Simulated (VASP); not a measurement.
# HPt6 in VASP: notebook, part 2 of 2

VASP 6.6.1.

**3. Single point, PBE**

File INCAR:

```
  PREC = Accurate
  ENCUT = 520
  EDIFF = 1E-6
  ISMEAR = 0
  SIGMA = 0.1
  LREAL = False
  LASPH = True
  NELM = 60
  ALGO = Normal
  ISIF = 2
  LWAVE = False
  LCHARG = False
  LDIPOL = True
  IDIPOL = 3
  DIPOL = 0.5 0.5 0.310
  GGA = PE
  NBANDS = 74
```

File KPOINTS:

```
Automatic mesh
0
Gamma
  6 6 1
```

File POSCAR:

```
HPt6
1.0
    5.6145835605      0.0000000000      0.0000000000
   -2.8072917802      4.8623719950      0.0000000000
    0.0000000000      0.0000000000     22.6197373747
Pt H
12 2
Direct
    0.3333333333      0.1666666667      0.1768367127
    0.3333333333      0.6666666667      0.1768367127
    0.8333333333      0.1666666667      0.1768367127
    0.8333333333      0.6666666667      0.1768367127
    0.1666666667      0.3333333333      0.2789580515
    0.1666666667      0.8333333333      0.2789580515
    0.6666666667      0.3333333333      0.2789580515
    0.6666666667      0.8333333333      0.2789580515
    0.0000000000      0.0000000000      0.3810715055
    0.0000000000      0.5000000000      0.3810715055
    0.5000000000      0.0000000000      0.3810715055
    0.5000000000      0.5000000000      0.3810715055
    0.2165800971      0.4331601942      0.4960153687
    0.2834199029      0.5668398058      0.4960153687
```

Potentials or basis: VASP PAW PBE potentials, release 64 (Pt, H).

Run with:

```
$ cat potpaw_PBE.64/Pt/POTCAR potpaw_PBE.64/H/POTCAR > POTCAR
$ mpirun -np 1 vasp_std > vasp.out
```

OUTCAR:

```text
PREC = Accurate
   ENCUT = 520
   EDIFF = 1E-6
   ISMEAR = 0
   LREAL = False
   LASPH = True
   NELM = 60
   ISIF = 2
   GGA = PE

 ion  position               nearest neighbor table
   1  0.333  0.167  0.177-   2 2.81   2 2.81   4 2.81   4 2.81   3 2.81   3 2.81   5 2.82   6 2.82
                             7 2.82
   2  0.333  0.667  0.177-   1 2.81   1 2.81   3 2.81   3 2.81   4 2.81   4 2.81   6 2.82   5 2.82
                             8 2.82
   3  0.833  0.167  0.177-   4 2.81   4 2.81   2 2.81   2 2.81   1 2.81   1 2.81   7 2.82   8 2.82
                             5 2.82
   4  0.833  0.667  0.177-   3 2.81   3 2.81   1 2.81   1 2.81   2 2.81   2 2.81   8 2.82   7 2.82
                             6 2.82
   5  0.167  0.333  0.279-   6 2.81   6 2.81   8 2.81   8 2.81   7 2.81   7 2.81   9 2.82  12 2.82
                            10 2.82   1 2.82   2 2.82   3 2.82
   6  0.167  0.833  0.279-   5 2.81   5 2.81   7 2.81   7 2.81   8 2.81   8 2.81  10 2.82  11 2.82
                             9 2.82   2 2.82   1 2.82   4 2.82
   7  0.667  0.333  0.279-   8 2.81   8 2.81   6 2.81   6 2.81   5 2.81   5 2.81  11 2.82  10 2.82
                            12 2.82   3 2.82   4 2.82   1 2.82
   8  0.667  0.833  0.279-   7 2.81   7 2.81   5 2.81   5 2.81   6 2.81   6 2.81  12 2.82   9 2.82
                            11 2.82   4 2.82   3 2.82   2 2.82
   9  0.000  0.000  0.381-  10 2.81  10 2.81  12 2.81  12 2.81  11 2.81  11 2.81   5 2.82   8 2.82
                             6 2.82
  10  0.000  0.500  0.381-   9 2.81   9 2.81  11 2.81  11 2.81  12 2.81  12 2.81   6 2.82   7 2.82
                             5 2.82
  11  0.500  0.000  0.381-  12 2.81  12 2.81  10 2.81  10 2.81   9 2.81   9 2.81   7 2.82   6 2.82
                             8 2.82
  12  0.500  0.500  0.381-  11 2.81  11 2.81   9 2.81   9 2.81  10 2.81  10 2.81   8 2.82   5 2.82
                             7 2.82
  13  0.217  0.433  0.496-  14 0.65
  14  0.283  0.567  0.496-  13 0.65

  LATTYP: Found a hexagonal cell.
 ALAT       =     5.6145835605
 C/A-ratio  =     4.0287471245

  Lattice vectors:

 A1 = (   5.6145835605,   0.0000000000,   0.0000000000)
 A2 = (  -2.8072917802,   4.8623719950,   0.0000000000)
 A3 = (   0.0000000000,   0.0000000000,  22.6197373747)

Analysis of symmetry for initial positions (statically):
=====================================================================
 Subroutine PRICEL returns:
 Original cell was already a primitive cell.

 Routine SETGRP: Setting up the symmetry group for a
 hexagonal supercell.

 Subroutine GETGRP returns: Found  2 space group operations
 (whereof  2 operations were pure point group operations)
 out of a pool of 24 trial point group operations.

The static configuration has the point symmetry C_1h.

Analysis of symmetry for dynamics (positions and initial velocities):
=====================================================================
 Subroutine PRICEL returns:
 Original cell was already a primitive cell.

 Routine SETGRP: Setting up the symmetry group for a
 hexagonal supercell.

 Subroutine GETGRP returns: Found  2 space group operations
 (whereof  2 operations were pure point group operations)
 out of a pool of 24 trial point group operations.

The dynamic configuration has the point symmetry C_1h.

 Subroutine INISYM returns: Found  2 space group operations
 (whereof  2 operations are pure point group operations),
 and found     1 'primitive' translations

----------------------------------------------------------------------------------------

[... 104 lines left out ...]
   EDIFF  = 0.1E-05   stopping-criterion for ELM
   LREAL  =      F    real-space projection
   EDIFFG = 0.1E-04   stopping-criterion for IOM
   NSW    =      0    number of steps for IOM
   IBRION =     -1    ionic relax: 0-MD 1-quasi-New 2-CG
   NFREE  =      0    steps in history (QN), initial steepest desc. (CG)
   ISIF   =      2    stress and relaxation
   ISYM   =      2    0-nonsym 1-usesym 2-fastsym
   POTIM  = 0.5000    time-step for ionic-motion
   TEBEG  =    0.0;   TEEND  =   0.0 temperature during run
   PSTRESS=    0.0 pullay stress
   NELECT =     122.0000    total number of electrons
   NUPDOWN=      -1.0000    fix difference up-down
   EMIN   =  10.00;   EMAX   =-10.00  energy-range for DOS
   EFERMI =   0.00;   METHOD = LEGACY
   ISMEAR =     0;   SIGMA  =   0.10  broadening in eV -4-tet -1-fermi 0-gaus
   EFERMI_NEDOS =   21; number of points for ismear=-14 and -15
   IALGO  =     38    algorithm
   IMIX   =      4    mixing-type and parameters
     AMIX     =   0.40;   BMIX     =  1.00
     AMIX_MAG =   1.60;   BMIX_MAG =  1.00
  volume/ion in A,a.u.               =      44.11       297.66
  Fermi-wavevector in a.u.,A,eV,Ry     =   0.953477  1.801811 12.369314  0.909119
  Thomas-Fermi vector in A             =   2.082136
   LORBIT       =      0    0 simple, 1 ext, 2 COOP (PROOUT), +10 PAW based schemes
   GGA     = PE    functional components
   LHFCALC =     F    Hartree Fock is set to
   AEXX    =    0.0000 exact exchange contribution
   IVDW    =     0    specifies the selected vdW correction
   LEPSILON=     F    determine dielectric tensor
   LRPA    =     F    only Hartree local field effects (RPA)
 non-spin polarized calculation
 Gauss-broadening in eV      SIGMA  =   0.10
  energy-cutoff  :      520.00
  volume of cell :      617.52
 maximum number of plane-waves:     16729
 NGX is ok and might be reduce to    42
   NGX = 21   NGY = 21   NGZ = 85

 dipolmoment           0.000000      0.000000      0.000750 electrons x Angstroem

 number of electron     121.9999985 magnetization

 dipolmoment           0.000000      0.000000     -0.039901 electrons x Angstroem

 Free energy of the ion-electron system (eV)
  ---------------------------------------------------
  ext. energy  EPLUGINS =         0.00000000
  ---------------------------------------------------
  free energy    TOTEN  =       -74.46372063 eV

  energy without entropy =      -74.29949975  energy(sigma->0) =      -74.38161019

 E-fermi :  -0.7425     XC(G=0):  -5.0042

 val. band max:       -0.7442114369   @ k =   0.1667   0.0000   0.0000
 cond. band min:      -0.7416599902   @ k =   0.0000   0.0000   0.0000
 fundamental gap:      0.0025514468
 Fermi energy:        -0.7424529433

 k-point     1 :       0.0000    0.0000    0.0000
  band No.  band energies     occupation
      1      -9.5398      2.00000
      2      -7.8481      2.00000
      3      -7.3446      2.00000
      4      -6.9330      2.00000
      5      -6.9267      2.00000
      6      -6.9261      2.00000
[... 977 lines left out ...]
     72       4.3511      0.00000
     73       4.3736      0.00000
 [bands above 73 left out]

------------------------ aborting loop because EDIFF is reached ----------------------------------------

 vacuum level on the upper side and lower side of the slab       (xc-potential included)        -0.258        -0.003

  FORCE on cell =-STRESS in cart. coord.  units (eV):
  Direction    XX          YY          ZZ          XY          YZ          ZX
  --------------------------------------------------------------------------------------
  -------------------------------------------------------------------------------------
  Total      -18.9645579    -15.7282819      0.2496175     -0.0000000     -0.0201596     -0.0000000
  in kB      -49.2039553    -40.8073673      0.6476381     -0.0000000     -0.0523046     -0.0000000
  external PRESSURE =     -29.7878948 kB  Pullay stress =       0.0000000 kB

 VOLUME and BASIS-vectors are now :
 -----------------------------------------------------------------------------
  energy-cutoff  :      520.00
  volume of cell :      617.52
      direct lattice vectors                 reciprocal lattice vectors
     5.614583560  0.000000000  0.000000000     0.178107599  0.102830470  0.000000000
    -2.807291780  4.862371995  0.000000000     0.000000000  0.205660941  0.000000000
     0.000000000  0.000000000 22.619737375     0.000000000  0.000000000  0.044209178

 POSITION                                       TOTAL-FORCE (eV/Angst)
 -----------------------------------------------------------------------------------
      1.40365      0.81040      4.00000        -0.007236     -0.000110      0.026199
     -0.00000      3.24158      4.00000        -0.000000     -0.005201      0.023852
      4.21094      0.81040      4.00000         0.007236     -0.000110      0.026199
      2.80729      3.24158      4.00000         0.000000      0.008351      0.018591
      0.00000      1.62079      6.30996        -0.000000     -0.006029     -0.025836
     -1.40365      4.05198      6.30996         0.006289      0.001153     -0.004719
      2.80729      1.62079      6.30996         0.000000      0.005325     -0.042661
      1.40365      4.05198      6.30996        -0.006289      0.001153     -0.004719
      0.00000      0.00000      8.61974        -0.000000     -0.025726     -0.053420
     -1.40365      2.43119      8.61974        -0.047799      0.007957     -0.090864
      2.80729      0.00000      8.61974         0.000000      0.006364     -0.050733
      1.40365      2.43119      8.61974         0.047799      0.007957     -0.090864
      0.00000      2.10619     11.21974        -0.000000     -4.988879      0.134513
      0.00000      2.75619     11.21974         0.000000      4.987795      0.134461
 -----------------------------------------------------------------------------------
    total drift:                               -0.000000     -0.000026     -0.000002

  FREE ENERGIE OF THE ION-ELECTRON SYSTEM (eV)
  ---------------------------------------------------
  free  energy   TOTEN  =       -74.4637206279 eV

  energy  without entropy=      -74.2994997549  energy(sigma->0) =      -74.38161019

 vacuum level on the upper side and lower side of the slab         4.703         4.961
```

It took 13 min on 1 thread of AMD EPYC 9R45 (Zen 5), shared host; peak memory 0.81 GiB.

Results:

| Item | Value |
| --- | --- |
| Free energy | -74.4637 eV |
| Largest force | 4.991 eV/Å |
| Band gap on the k mesh | zero (bands 61 and 62 overlap by 0.75 eV) |

Forces on the atoms (eV/Å):
```
Pt  -0.007  0.000  0.026
Pt   0.000 -0.005  0.024
Pt   0.007  0.000  0.026
Pt   0.000  0.008  0.019
Pt   0.000 -0.006 -0.026
Pt   0.006  0.001 -0.005
Pt   0.000  0.005 -0.043
Pt  -0.006  0.001 -0.005
Pt   0.000 -0.026 -0.053
Pt  -0.048  0.008 -0.091
Pt   0.000  0.006 -0.051
Pt   0.048  0.008 -0.091
H    0.000 -4.989  0.135
H    0.000  4.988  0.134
```

Levels at points of the mesh, in eV from the Fermi level:
```tsv
k point	band 59	band 60	band 61	band 62	band 63	band 64
(0.00, 0.00, 0.00)	0.54	0.54	0.55	0.59	0.59	0.59
(0.50, 0.00, 0.00)	-0.50	-0.11	-0.10	0.03	0.03	0.27
(0.00, 0.50, 0.00)	-0.49	-0.12	-0.10	0.03	0.04	0.27
```

Caveat: spin-orbit coupling is left out, which moves the levels of the heavy elements.

**4. Single point, PBE**

File INCAR:

```
ALGO     = Normal         # electronic algorithm
DIPOL    = 0.5 0.5 0.298
EDIFF    = 1E-7           # SCF threshold, eV
ENCUT    = 520            # plane-wave cutoff, eV
GGA      = PE             # functional
IDIPOL   = 3            
ISIF     = 2              # what is computed and relaxed
ISMEAR   = 0              # smearing method
LASPH    = True           # aspherical terms in the spheres
LCHARG   = False          # write CHGCAR
LDIPOL   = True         
LREAL    = False          # projectors in reciprocal space
LWAVE    = False          # write WAVECAR
NBANDS   = 74             # bands
NELM     = 100            # most SCF steps
PREC     = Accurate       # precision mode
SIGMA    = 0.1            # smearing width, eV
```

File KPOINTS:

```
k-points
0
Gamma
  6 6 1
```

Changes to POSCAR since step 3:

```diff
@@ -20,3 +20,3 @@
     0.5000000000      0.5000000000      0.3810715055
-    0.2165800971      0.4331601942      0.4960153687
-    0.2834199029      0.5668398058      0.4960153687
+    0.2027493988      0.4054987976      0.4151125727
+    0.2972506012      0.5945012024      0.4151125727
```

Run with:

```
$ cat potpaw_PBE.64/Pt/POTCAR potpaw_PBE.64/H/POTCAR > POTCAR
$ mpirun -np 1 vasp_std > vasp.out
```

Run time: 19 min. Hardware: 1 thread of AMD EPYC 9R45 (Zen 5), shared host; peak memory 0.86 GiB.

The run converged. Its results:

```
Free energy            : -74.0613 eV
Largest force          : 3.657 eV/Å
Band gap on the k mesh : zero (bands 61 and 62 overlap by 0.63 eV)
```

Forces on the atoms (eV/Å):
```
Pt   0.023  0.004 -0.120
Pt   0.000  0.022 -0.003
Pt  -0.023  0.004 -0.120
Pt   0.000 -0.030  0.083
Pt   0.000 -0.103 -0.455
Pt  -0.022  0.113 -0.197
Pt   0.000 -0.078  0.069
Pt   0.022  0.113 -0.197
Pt   0.000 -0.581 -0.136
Pt  -3.087 -0.082 -0.923
Pt   0.000  0.670 -0.279
Pt   3.087 -0.082 -0.923
H    0.000 -3.261  1.603
H    0.000  3.290  1.598
```

Levels at points of the mesh, in eV from the Fermi level:
| k point | band 59 | band 60 | band 61 | band 62 | band 63 | band 64 |
| --- | --- | --- | --- | --- | --- | --- |
| (0.00, 0.00, 0.00) | 0.28 | 0.33 | 0.37 | 0.59 | 0.60 | 0.61 |
| (0.50, 0.00, 0.00) | -0.24 | -0.16 | -0.03 | 0.01 | 0.22 | 0.26 |
| (0.00, 0.50, 0.00) | -0.30 | -0.13 | -0.10 | 0.05 | 0.23 | 0.25 |

Caveat: spin-orbit coupling is left out, which moves the levels of the heavy elements.

**5. Single point, PBE**

File INCAR:

```
  PREC = Accurate
  ENCUT = 520
  EDIFF = 1E-6
  ISMEAR = 0
  SIGMA = 0.1
  LREAL = False
  LASPH = True
  NELM = 80
  ALGO = Normal
  ISIF = 2
  LWAVE = False
  LCHARG = False
  LDIPOL = True
  IDIPOL = 3
  DIPOL = 0.5 0.5 0.300
  GGA = PE
  NBANDS = 74
```

File KPOINTS:

```
regular mesh
0
Gamma
  6 6 1
```

Changes to POSCAR since step 4:

```diff
@@ -20,3 +20,3 @@
     0.5000000000      0.5000000000      0.3810715055
-    0.2027493988      0.4054987976      0.4151125727
-    0.2972506012      0.5945012024      0.4151125727
+    0.1731342233      0.3462684466      0.4292595097
+    0.3268657767      0.6537315534      0.4292595097
```

Run with:

```
$ cat potpaw_PBE.64/Pt/POTCAR potpaw_PBE.64/H/POTCAR > POTCAR
$ mpirun -np 1 vasp_std > vasp.out
```

It took 20 min on 1 thread of Intel Xeon 6975P-C (Granite Rapids), shared host; peak memory 0.85 GiB.

Results (log left out):

* Free energy: -75.1544 eV
* Largest force: 0.922 eV/Å
* Band gap on the k mesh: zero (bands 61 and 62 overlap by 0.64 eV)

Forces on the atoms (eV/Å):
```
Pt   0.038  0.007 -0.086
Pt   0.000  0.035 -0.035
Pt  -0.038  0.007 -0.086
Pt   0.000 -0.019  0.056
Pt   0.000 -0.088 -0.386
Pt  -0.025  0.044 -0.138
Pt   0.000  0.000  0.198
Pt   0.025  0.044 -0.138
Pt   0.000  0.012  0.299
Pt  -0.220 -0.038  0.718
Pt   0.000  0.068  0.115
Pt   0.220 -0.038  0.718
H    0.000 -0.680 -0.622
H    0.000  0.644 -0.614
```

Levels at points of the mesh, in eV from the Fermi level:
| k point | band 58 | band 59 | band 60 | band 61 | band 62 | band 63 | band 64 | band 65 |
| --- | --- | --- | --- | --- | --- | --- | --- | --- |
| (0.00, 0.00, 0.00) | 0.22 | 0.32 | 0.36 | 0.39 | 0.46 | 0.59 | 0.59 | 0.60 |
| (0.50, 0.00, 0.00) | -0.68 | -0.25 | -0.16 | -0.03 | 0.00 | 0.22 | 0.27 | 1.05 |
| (0.00, 0.50, 0.00) | -0.66 | -0.24 | -0.17 | -0.05 | 0.03 | 0.24 | 0.25 | 0.86 |

Caveat: spin-orbit coupling is left out, which moves the levels of the heavy elements.

**6. Single point, PBE**

File INCAR:

```
SYSTEM = HPt6
PREC = Accurate
ENCUT = 520
EDIFF = 1E-7
ISMEAR = 0
SIGMA = 0.1
LREAL = .FALSE.
LASPH = .TRUE.
NELM = 80
ALGO = Normal
ISIF = 2
LWAVE = .FALSE.
LCHARG = .FALSE.
LDIPOL = .TRUE.
IDIPOL = 3
DIPOL = 0.5 0.5 0.304
GGA = PE
NBANDS = 74
```

File KPOINTS:

```
regular mesh
0
G
  6 6 1
  0 0 0
```

Changes to POSCAR since step 5:

```diff
@@ -20,3 +20,3 @@
     0.5000000000      0.5000000000      0.3810715055
-    0.1731342233      0.3462684466      0.4292595097
-    0.3268657767      0.6537315534      0.4292595097
+    0.2027493988      0.4054987976      0.4575533837
+    0.2972506012      0.5945012024      0.4575533837
```

Potentials or basis: VASP PAW PBE potentials, release 64 (Pt, H).

Run with:

```
$ cat potpaw_PBE.64/Pt/POTCAR potpaw_PBE.64/H/POTCAR > POTCAR
$ mpirun -np 1 vasp_std > vasp.out
```

It took 19 min on 1 thread of AMD EPYC 9R45 (Zen 5), shared host; peak memory 0.84 GiB.

The run converged. Its results:

| Quantity | Value |
| --- | --- |
| Free energy | -74.3435 eV |
| Largest force | 1.391 eV/Å |
| Band gap on the k mesh | zero (bands 61 and 62 overlap by 0.76 eV) |

Forces on the atoms (eV/Å):
```
Pt   0.030 -0.004 -0.003
Pt   0.000  0.020  0.064
Pt  -0.030 -0.004 -0.003
Pt   0.000  0.014  0.108
Pt   0.000 -0.091 -0.279
Pt   0.003  0.052 -0.045
Pt   0.000  0.070  0.159
Pt  -0.003  0.052 -0.045
Pt   0.000 -0.196 -0.097
Pt  -0.132 -0.011  0.363
Pt   0.000  0.131 -0.097
Pt   0.132 -0.011  0.363
H    0.000  1.346 -0.237
H    0.000 -1.368 -0.250
```

Levels at points of the mesh, in eV from the Fermi level:
```
           k point  band 58  band 59  band 60  band 61  band 62  band 63  band 64  band 65
(0.00, 0.00, 0.00)     0.22     0.46     0.49     0.52     0.57     0.57     0.57     0.97
(0.50, 0.00, 0.00)    -0.69    -0.26    -0.17    -0.01     0.01     0.07     0.24     0.27
(0.00, 0.50, 0.00)    -0.65    -0.25    -0.18    -0.03    -0.02     0.04     0.24     0.25
```

Caveat: spin-orbit coupling is left out, which moves the levels of the heavy elements.

**7. The runs side by side**

| cell | gap on the mesh (eV) | largest force (eV/Å) |
| --- | --- | --- |
| as given, atomic positions A | none | 4.88 |
| as given, atomic positions B | none | 4.99 |
| as given, atomic positions C | none | 3.66 |
| as given, atomic positions D | none | 0.92 |
| as given, atomic positions E | none | 1.39 |

Alike in all rows: task single point; level PBE; potentials or basis VASP PAW PBE potentials, release 64 (Pt, H); no spin polarisation; k mesh 6 × 6 × 1; cutoff (eV) 520; smearing gaussian 0.1 eV.

Caveats: spin-orbit coupling is left out, which moves the levels of the heavy elements.

Absolute energies hang on the potentials; compare differences alone.
